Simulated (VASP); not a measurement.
# Ni (P6/mmm) in VASP: notebook

Runs on Ni. Level: RPBE. Tasks: single point.

Program: VASP 6.6.1. These are calculated values, not measurements. Logs are shortened: lines on timing, memory, paths and dates and some standing lists are left out, and cuts for length are marked.

### Step 1. The cell of the first run

The structure is hexagonal, space group P6/mmm (No. 191). The conventional cell has a = 4.083 Å, b = 4.083 Å, c = 2.475 Å, α = 90.00°, β = 90.00°, γ = 120.00°. Ni (site symmetry 6/mmm) has 14 Ni at 2.48 to 2.66 Å within 3.3 Å. Within 3.1 Å of Ni (site symmetry -6m2) lie 11 Ni at 2.36 to 2.66 Å.

This isn't the form of Ni at room conditions, which is fcc.

### Step 2. Single point, RPBE, collinear spin, ferromagnetic start (11.91 Å³/atom)

INCAR reads:

```
SYSTEM = Ni
ALGO = Normal ; EDIFF = 1E-6
ENCUT = 520 ; GGA = RP
ISIF = 2 ; ISMEAR = -1
ISPIN = 2 ; LASPH = .TRUE.
LCHARG = .TRUE. ; LELF = .TRUE.
LMAXMIX = 4 ; LORBIT = 11
LREAL = .FALSE. ; LVHAR = .TRUE.
LWAVE = .FALSE. ; MAGMOM = 0.675 0.715 0.715
NBANDS = 26 ; NELM = 150
PREC = Accurate ; SIGMA = 0.05
```

KPOINTS reads:

```
k-points
0
G
  10 10 14
  0 0 0
```

POSCAR reads:

```
Ni
1.0
    4.0825140556      0.0000000000      0.0000000000
   -2.0412570278      3.5355608835      0.0000000000
    0.0000000000      0.0000000000      2.4753696904
Ni
3
Direct
    0.0000000000      0.0000000000      0.0000000000
    0.3333333333      0.6666666667      0.5000000000
    0.6666666667      0.3333333333      0.5000000000
```

Potentials or basis: VASP PAW PBE potentials, release 64 (Ni).

On the command line:

```console
> cat potpaw_PBE.64/Ni/POTCAR > POTCAR
> mpirun -np 1 vasp_std > vasp.out
```

OUTCAR:

```text
SYSTEM = Ni
   EDIFF = 1E-6
   ENCUT = 520
   GGA = RP
   ISIF = 2
   ISMEAR = -1
   ISPIN = 2
   LASPH = .TRUE.
   LORBIT = 11
   LREAL = .FALSE.
   NELM = 150
   PREC = Accurate

 ion  position               nearest neighbor table
   1  0.000  0.000  0.000-   2 2.66   3 2.66   2 2.66   3 2.66   3 2.66   3 2.66   2 2.66   2 2.66
                             3 2.66   3 2.66   2 2.66   2 2.66
   2  0.333  0.667  0.500-   3 2.36   3 2.36   3 2.36   1 2.66   1 2.66   1 2.66   1 2.66   1 2.66
                             1 2.66
   3  0.667  0.333  0.500-   2 2.36   2 2.36   2 2.36   1 2.66   1 2.66   1 2.66   1 2.66   1 2.66
                             1 2.66

  LATTYP: Found a hexagonal cell.
 ALAT       =     4.0825140556
 C/A-ratio  =     0.6063346400

  Lattice vectors:

 A1 = (   4.0825140556,   0.0000000000,   0.0000000000)
 A2 = (  -2.0412570278,   3.5355608835,   0.0000000000)
 A3 = (   0.0000000000,   0.0000000000,   2.4753696904)

Analysis of symmetry for initial positions (statically):
=====================================================================
 Subroutine PRICEL returns:
 Original cell was already a primitive cell.

 Routine SETGRP: Setting up the symmetry group for a
 hexagonal supercell.

 Subroutine GETGRP returns: Found 24 space group operations
 (whereof 24 operations were pure point group operations)
 out of a pool of 24 trial point group operations.

The static configuration has the point symmetry D_6h.

Analysis of symmetry for dynamics (positions and initial velocities):
=====================================================================
 Subroutine PRICEL returns:
 Original cell was already a primitive cell.

 Routine SETGRP: Setting up the symmetry group for a
 hexagonal supercell.

 Subroutine GETGRP returns: Found 24 space group operations
 (whereof 24 operations were pure point group operations)
 out of a pool of 24 trial point group operations.

The dynamic configuration has the point symmetry D_6h.

Analysis of structural, dynamic, and magnetic symmetry:
=====================================================================
 Subroutine PRICEL returns:
 Original cell was already a primitive cell.

 Routine SETGRP: Setting up the symmetry group for a
 hexagonal supercell.

 Subroutine GETGRP returns: Found 24 space group operations
 (whereof 24 operations were pure point group operations)
 out of a pool of 24 trial point group operations.

The overall configuration has the point symmetry D_6h.

 Subroutine INISYM returns: Found 24 space group operations
 (whereof 24 operations are pure point group operations),
 and found     1 'primitive' translations

[... 124 lines left out ...]
   IVDW    =     0    specifies the selected vdW correction
   LEPSILON=     F    determine dielectric tensor
   LRPA    =     F    only Hartree local field effects (RPA)
 spin polarized calculation
  energy-cutoff  :      520.00
  volume of cell :       35.73
 maximum number of plane-waves:       993
   NGX = 15   NGY = 15   NGZ =  9

 number of electron      29.9999992 magnetization       1.9114310

 Free energy of the ion-electron system (eV)
  ---------------------------------------------------
  ext. energy  EPLUGINS =         0.00000000
  ---------------------------------------------------
  free energy    TOTEN  =       -14.50184947 eV

  energy without entropy =      -14.44487747  energy(sigma->0) =      -14.47336347

 E-fermi :   8.3142     XC(G=0): -12.5937

 val. band max:        8.3097869547   @ k =   0.4000   0.2000   0.3571
 cond. band min:       8.3149474694   @ k =   0.2000  -0.0000   0.5000
 fundamental gap:      0.0051605147
 Fermi energy:         8.3141640718

 spin component 1

 k-point     1 :       0.0000    0.0000    0.0000
  band No.  band energies     occupation
      1      -0.0611      1.00000
      2       4.4895      1.00000
      3       5.4561      1.00000
      4       5.4561      1.00000
      5       5.4629      1.00000
      6       5.4629      1.00000
[... 685 lines left out ...]
     25      26.4294      0.00000
     26      27.1184      0.00000

 [... further k-points ...]

 spin component 2

 k-point     1 :       0.0000    0.0000    0.0000
  band No.  band energies     occupation
      1      -0.1269      1.00000
      2       5.0549      1.00000
      3       5.9593      1.00000
      4       5.9593      1.00000
      5       6.0090      1.00000
      6       6.0090      1.00000
[... 685 lines left out ...]
     25      26.4255      0.00000
     26      27.1682      0.00000

 [... further k-points ...]

------------------------ aborting loop because EDIFF is reached ----------------------------------------

  FORCE on cell =-STRESS in cart. coord.  units (eV):
  Direction    XX          YY          ZZ          XY          YZ          ZX
  --------------------------------------------------------------------------------------
  -------------------------------------------------------------------------------------
  Total       -1.3235254     -1.3235254     -1.2772914     -0.0000000     -0.0000000      0.0000000
  in kB      -59.3494626    -59.3494626    -57.2762380     -0.0000000     -0.0000000      0.0000000
  external PRESSURE =     -58.6583877 kB  Pullay stress =       0.0000000 kB

 VOLUME and BASIS-vectors are now :
 -----------------------------------------------------------------------------
  energy-cutoff  :      520.00
  volume of cell :       35.73
      direct lattice vectors                 reciprocal lattice vectors
     4.082514056  0.000000000  0.000000000     0.244947105  0.141420277  0.000000000
    -2.041257028  3.535560884  0.000000000     0.000000000  0.282840554  0.000000000
     0.000000000  0.000000000  2.475369690     0.000000000  0.000000000  0.403980062

 POSITION                                       TOTAL-FORCE (eV/Angst)
 -----------------------------------------------------------------------------------
      0.00000      0.00000      0.00000        -0.000000      0.000000      0.000000
     -0.00000      2.35704      1.23768         0.000000     -0.000000      0.000000
      2.04126      1.17852      1.23768        -0.000000      0.000000     -0.000000
 -----------------------------------------------------------------------------------
    total drift:                               -0.000000      0.000000      0.000000

  FREE ENERGIE OF THE ION-ELECTRON SYSTEM (eV)
  ---------------------------------------------------
  free  energy   TOTEN  =       -14.5018494659 eV

  energy  without entropy=      -14.4448774741  energy(sigma->0) =      -14.47336347

 total charge

# of ion       s       p       d       tot
------------------------------------------
    1        0.442   0.406   8.274   9.122
    2        0.474   0.429   8.298   9.202
    3        0.474   0.429   8.298   9.202
--------------------------------------------------
tot          1.390   1.265  24.871  27.525

 magnetization (x)

# of ion       s       p       d       tot
------------------------------------------
    1       -0.004  -0.025   0.652   0.623
    2       -0.007  -0.024   0.705   0.674
    3       -0.007  -0.024   0.705   0.674
--------------------------------------------------
tot         -0.018  -0.073   2.062   1.971
```

OSZICAR:

```text
N       E                     dE             d eps       ncg     rms          rms(c)
DAV:   1     0.172044109708E+03    0.17204E+03   -0.12960E+04 12312   0.159E+03
DAV:   2    -0.734466409170E+01   -0.17939E+03   -0.16658E+03 11658   0.283E+02
DAV:   3    -0.169813874880E+02   -0.96367E+01   -0.90989E+01 12720   0.837E+01
DAV:   4    -0.171336266721E+02   -0.15224E+00   -0.15206E+00 13596   0.101E+01
DAV:   5    -0.171387568711E+02   -0.51302E-02   -0.51297E-02 14000   0.165E+00    0.153E+01
DAV:   6    -0.158580361752E+02    0.12807E+01   -0.17425E+01 13004   0.698E+01    0.143E+01
DAV:   7    -0.173360980628E+02   -0.14781E+01   -0.19065E+01 13874   0.849E+01    0.248E+01
DAV:   8    -0.145177109118E+02    0.28184E+01   -0.88147E+00 14166   0.416E+01    0.328E+00
DAV:   9    -0.145051476430E+02    0.12563E-01   -0.33853E-01 14568   0.756E+00    0.173E+00
DAV:  10    -0.145037258354E+02    0.14218E-02   -0.37415E-02 13330   0.254E+00    0.862E-01
DAV:  11    -0.145022651221E+02    0.14607E-02   -0.37601E-03 18204   0.112E+00    0.435E-01
DAV:  12    -0.145018307653E+02    0.43436E-03   -0.23106E-03 17038   0.771E-01    0.932E-02
DAV:  13    -0.145018415606E+02   -0.10795E-04   -0.25003E-04 15468   0.174E-01    0.533E-02
DAV:  14    -0.145018475056E+02   -0.59450E-05   -0.33540E-05 15812   0.143E-01    0.238E-02
DAV:  15    -0.145018500038E+02   -0.24982E-05   -0.86899E-06 14546   0.469E-02    0.821E-03
DAV:  16    -0.145018494659E+02    0.53793E-06   -0.12559E-06  6704   0.125E-02
   1 F= -.14501849E+02 E0= -.14473363E+02  d E =-.569720E-01  mag=     1.9115
```

Wall time 3.7 min (1 thread of Intel Xeon Platinum 8488C (Sapphire Rapids), shared host); peak memory 0.26 GiB.

Results:

```
Free energy                                           : -14.5018 eV
Pressure                                              : -5.9 GPa
Net moment                                            : 1.91 μB per cell
Site moments                                          : Ni +0.62, +0.67 (each value once) μB
Valence electrons inside the program's atomic spheres : Ni 9.12, 9.20 (each value once)
```

Caveat: the cell stands under tension; the PAW data sets were made with another functional, which shifts forces and pressure a little.

### Step 3. Single point, RPBE, collinear spin, ferromagnetic start (12.83 Å³/atom)

This run uses another cell than the first one, of 12.83 Å³/atom.

INCAR reads:

```
SYSTEM = Ni
  ALGO = Normal
  EDIFF = 1E-7
  ENCUT = 520
  GGA = RP
  ISIF = 2
  ISMEAR = -1
  ISPIN = 2
  LASPH = .TRUE.
  LCHARG = .FALSE.
  LMAXMIX = 4
  LORBIT = 11
  LREAL = .FALSE.
  LWAVE = .FALSE.
  MAGMOM = 0.675 0.715 0.715
  NBANDS = 26
  NELM = 150
  PREC = Accurate
  SIGMA = 0.05
```

KPOINTS is that of step 2.

POSCAR reads:

```
Ni
1.0
    4.1846189404      0.0000000000      0.0000000000
   -2.0923094702      3.6239863076      0.0000000000
    0.0000000000      0.0000000000      2.5372794190
Ni
3
Direct
    0.0000000000      0.0000000000      0.0000000000
    0.3333333333      0.6666666667      0.5000000000
    0.6666666667      0.3333333333      0.5000000000
```

Potentials or basis: VASP PAW PBE potentials, release 64 (Ni).

On the command line:

```console
> cat potpaw_PBE.64/Ni/POTCAR > POTCAR
> mpirun -np 1 vasp_std > vasp.out
```

Wall time 2.7 min (1 thread of Intel Xeon Platinum 8488C (Sapphire Rapids), shared host); peak memory 0.27 GiB.

Results (log left out):

| Property | Result |
| --- | --- |
| Free energy | -14.3236 eV |
| Pressure | -14.2 GPa |
| Band gap on the k mesh | zero (filled and empty bands overlap) |
| Net moment | 2.02 μB per cell |
| Site moments | Ni +0.68, +0.71 (each value once) μB |
| Valence electrons inside the program's atomic spheres | Ni 9.02, 9.10 (each value once) |

Stress tensor (GPa, compression positive):
```
-14.48   0.00   0.00
  0.00 -14.48   0.00
  0.00   0.00 -13.64
```

Levels at points of the mesh, in eV from the Fermi level:
Spin up:
```csv
k point,band 13,band 14,band 15,band 16,band 17,band 18,band 19,band 20
"(0.00, 0.00, 0.00)",-1.37,-1.37,-0.55,-0.55,5.39,5.39,5.41,5.41
"(0.50, 0.00, 0.00)",-0.79,-0.79,-0.74,-0.74,-0.60,0.35,5.12,14.12
"(0.00, 0.00, 0.50)",-0.79,-0.79,-0.32,0.63,1.23,8.93,9.18,9.18
"(0.50, 0.00, 0.50)",-0.76,-0.63,-0.49,1.52,1.67,4.36,4.51,7.48
```
Spin down:
```csv
k point,band 10,band 11,band 12,band 13,band 14,band 15,band 16,band 17,band 18,band 19
"(0.00, 0.00, 0.00)",-1.07,-0.70,-0.70,-0.65,-0.65,0.21,0.21,5.60,5.60,5.61
"(0.50, 0.00, 0.00)",-0.62,-0.58,-0.20,-0.04,-0.03,-0.01,0.09,0.23,0.26,5.50
"(0.00, 0.00, 0.50)",-1.12,-0.08,-0.08,0.07,0.07,0.63,1.19,1.85,8.92,9.20
"(0.50, 0.00, 0.50)",-0.76,-0.58,-0.19,-0.03,0.13,0.43,1.78,1.88,4.61,4.88
```

Caveat: the cell stands under tension; the PAW data sets were made with another functional, which shifts forces and pressure a little.
